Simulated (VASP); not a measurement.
**Cu2NiIrRh2Au6: single point with PBE**

Cu2NiIrRh2Au6:

```
Ni Cu Rh Ir Au
1.0
    -3.92641   -4.00389    0.01273
     0.00335    3.98781    3.98818
    -3.88076    3.97097   -3.97469
Ni Cu Rh Ir Au
1 2 2 1 6
Direct
  0.82429 0.16238 0.67072
  0.84085 0.66974 0.65970
  0.17236 0.83431 0.33965
  0.49700 0.99560 0.98174
  0.33356 0.15738 0.66681
  0.33429 0.67898 0.66826
  0.99967 0.99729 0.99467
  0.66537 0.33155 0.33928
  0.16066 0.32997 0.35038
  0.50208 0.49918 0.98577
  0.99781 0.49754 0.99207
  0.66563 0.83283 0.34142
```

```json
{
 "Program": "VASP 6.6.1",
 "Task": "single point",
 "Functional": "PBE",
 "Potentials or basis": "VASP PAW PBE potentials, release 64 (Ni, Cu, Rh_pv, Ir, Au)",
 "Cutoff": "520 eV",
 "k mesh": "3 × 3 × 2, shifted",
 "Occupations": "gaussian, width 0.1 eV",
 "Spin": "collinear spin, ferromagnetic start",
 "Starting moments": "[2.0, 0.0, 0.0, 0.0, 0.0, 0.0, 0.0, 0.0, 0.0, 0.0, 0.0, 0.0] μB",
 "Dipole correction": "no",
 "Further INCAR settings": "ALGO = Normal; EDIFF = 1e-06; NBANDS = 84; ISYM = 0"
}
```

The pressure is -0.1 GPa. The largest force is 0.035 eV/Å and the net moment is 1.06 μB per cell. The site moments are Ni +0.32; Cu +0.02, +0.00; Rh +0.19, +0.26; Ir +0.26; Au +0.01, +0.00, -0.00 μB. The valence electrons inside the program's atomic spheres are Ni 9.05; Cu 9.86; Rh 13.70, 13.68; Ir 8.06; Au 9.71, 9.69.

Forces on the atoms (eV/Å):
```
Ni   0.018 -0.001 -0.014
Cu   0.009  0.006  0.000
Cu   0.009  0.003 -0.003
Rh  -0.008  0.016  0.001
Rh  -0.022  0.006  0.026
Ir  -0.013 -0.031 -0.001
Au  -0.005  0.002  0.003
Au   0.004 -0.004  0.004
Au   0.008  0.005 -0.007
Au  -0.013  0.009 -0.011
Au   0.006 -0.005 -0.004
Au   0.008 -0.006  0.007
```

Levels at points of the mesh, in eV from the Fermi level:
Spin up:
```tsv
k point	band 65	band 66	band 67	band 68	band 69	band 70	band 71	band 72	band 73	band 74
(0.00, 0.00, 0.25)	-0.35	-0.20	-0.05	0.14	0.43	0.56	0.64	0.76	1.67	1.92
```
Spin down:
```csv
k point,band 66,band 67,band 68,band 69,band 70,band 71
"(0.00, 0.00, 0.25)",0.03,0.17,0.29,0.60,0.64,0.69
```

It took 16 min on 1 thread of Intel(R) Xeon(R) Platinum 8259CL CPU @ 2.50GHz (Skylake/Cascade Lake), with other jobs on the host, peak memory 0.51 GiB.

Caveat: the k points lie up to 0.46 Å⁻¹ apart; spin-orbit coupling is left out, which moves the levels of the heavy elements.
